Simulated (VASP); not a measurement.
Here is a VASP 6.6.1 calculation.

Contents of INCAR:

```
PREC = Accurate
ENCUT = 520
EDIFF = 1E-7
ISMEAR = -1
SIGMA = 0.1
LREAL = False
LASPH = True
NELM = 60
ALGO = Normal
ISIF = 2
LWAVE = False
LCHARG = True
GGA = RE
LELF = True
LVHAR = True
NBANDS = 20
```

The input KPOINTS:

```
regular mesh
0
Gamma
  15 15 8
```

The input POSCAR:

```
V
1.0
    2.7002063811      0.0000000000      0.0000000000
   -1.3501031906      2.3384473215      0.0000000000
    0.0000000000      0.0000000000      4.8270671534
V
2
Direct
    0.3333333333      0.6666666667      0.2500000000
    0.6666666667      0.3333333333      0.7500000000
```

Potentials or basis: VASP PAW PBE potentials, release 64 (V_sv).

Launch:

```console
$ cat potpaw_PBE.64/V_sv/POTCAR > POTCAR
$ mpirun -np 1 vasp_std > vasp.out
```

(1) What does it give for the pressure?

(2) Estimate the band gap on the k mesh.

Results:

(1) -10.6 GPa.

(2) zero (band 13 reaches 9.95 eV, above the bottom of band 14 at 8.06 eV).

Caveat: the PAW data sets were made with another functional, which shifts forces and pressure a little.
